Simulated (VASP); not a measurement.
# Ca3H2C: relaxation of cell and atoms with PBE

Ca3H2C:

```xyz
6
Lattice="3.2028 0.0000 0.0000 0.0000 3.2028 0.0000 0.0000 0.0000 9.6083" Properties=species:S:1:pos:R:3 pbc="T T T"
Ca    0.0000    0.0000    8.0069
Ca    0.0000    0.0000    1.6014
Ca    0.0000    0.0000    4.8041
H     1.6014    1.6014    3.2028
H     1.6014    1.6014    6.4055
C     1.6014    1.6014    0.0000
```

```
Program                : VASP 6.6.1
Task                   : relaxation of cell and atoms
Functional             : PBE
Potentials or basis    : VASP PAW PBE potentials, release 64 (Ca_sv, H, C)
Cutoff                 : 600 eV
k mesh                 : 6 × 6 × 2
Occupations            : gaussian, width 0.1 eV
Spin                   : no spin polarisation
Dipole correction      : no
Further INCAR settings : ALGO = Normal; EDIFF = 1e-06; IBRION = 2; EDIFFG = -0.04; NSW = 90; ISIF = 3
```

```
Relaxed volume                        : 16.76 Å³/atom
Relaxed cell                          : a = 3.161 Å, b = 3.161 Å, c = 10.059 Å, α = 90.00°, β = 90.00°, γ = 90.00°
Space group after relaxing (to 0.1 Å) : P4/mmm (No. 123)
Energy gained by relaxing             : 127.0 meV/atom
Ionic steps                           : 17
Pressure after relaxing               : 0.1 GPa
Largest force after relaxing          : 0.035 eV/Å
Band gap on the k mesh                : zero (bands 18 and 19 overlap by 0.98 eV)
```

Forces on the atoms (eV/Å):
```
Ca   0.000  0.000  0.007
Ca   0.000  0.000 -0.007
Ca   0.000  0.000  0.000
H    0.000  0.000  0.035
H    0.000  0.000 -0.035
C    0.000  0.000  0.000
```

Stress tensor (GPa, compression positive):
```
0.07 0.00 0.00
0.00 0.07 0.00
0.00 0.00 0.16
```

The path:
```
step  energy change (eV)  largest force (eV/Å)  pressure (GPa)  volume (Å³)
   1              0.0000                1.7001           -2.56        98.56
   2             -0.3006                1.2184           -0.78        94.86
   3             -0.4338                0.4889            4.08        89.29
   4             -0.4529                0.4834            2.27        90.96
   5             -0.4540                0.4846            2.60        90.64
   6             -0.5497                0.4503            1.64        93.47
   7             -0.6150                0.4284            0.21        99.35
   8             -0.6592                0.3834           -0.59       100.81
   9             -0.6931                0.2872           -1.95       103.65
  10             -0.7182                0.2303           -1.55       102.79
  11             -0.7485                0.0422           -0.24       100.25
  12             -0.7488                0.0587           -0.35       100.45
  13             -0.7557                0.0787           -0.03        99.91
  14             -0.7579                0.1005            0.33        99.33
  15             -0.7579                0.0987            0.29        99.37
  16             -0.7595                0.0731            0.24        99.70
  17             -0.7619                0.0354            0.10       100.53
```

Final structure:
```cif
data_structure
_symmetry_space_group_name_H-M 'P 1'
_symmetry_Int_Tables_number 1
_cell_length_a 3.1614
_cell_length_b 3.1614
_cell_length_c 10.0589
_cell_angle_alpha 90.000
_cell_angle_beta 90.000
_cell_angle_gamma 90.000
_cell_volume 100.53
loop_
_atom_site_label
_atom_site_type_symbol
_atom_site_fract_x
_atom_site_fract_y
_atom_site_fract_z
_atom_site_occupancy
Ca1 Ca 0.00000 0.00000 0.86267 1
Ca2 Ca 0.00000 0.00000 0.13733 1
Ca3 Ca 0.00000 0.00000 0.50000 1
H1 H 0.50000 0.50000 0.37636 1
H2 H 0.50000 0.50000 0.62364 1
C1 C 0.50000 0.50000 0.00000 1
```

Levels at points of the mesh, in eV from the Fermi level:
```csv
k point,band 14,band 15,band 16,band 17,band 18,band 19,band 20,band 21,band 22
"(0.00, 0.00, 0.00)",-6.89,-5.09,-2.61,-0.83,0.48,0.54,0.54,1.20,1.21
"(0.50, 0.00, 0.00)",-4.75,-4.23,-3.01,-0.91,-0.61,0.52,0.69,1.15,1.37
"(0.50, 0.50, 0.00)",-4.76,-2.59,-2.48,-2.48,-1.44,0.58,0.58,1.50,2.30
"(0.00, 0.00, 0.50)",-6.95,-4.88,-3.05,-0.24,0.49,0.54,0.54,1.14,1.19
"(0.50, 0.00, 0.50)",-4.74,-4.23,-2.98,-1.05,-0.64,0.52,1.03,1.19,1.96
"(0.50, 0.50, 0.50)",-4.79,-2.48,-2.48,-2.18,-1.96,0.63,0.63,2.09,2.09
```

Wall time 13 min on 1 thread of Intel(R) Xeon(R) Platinum 8259CL CPU @ 2.50GHz (Skylake/Cascade Lake) (shared host), peak memory 0.28 GiB.
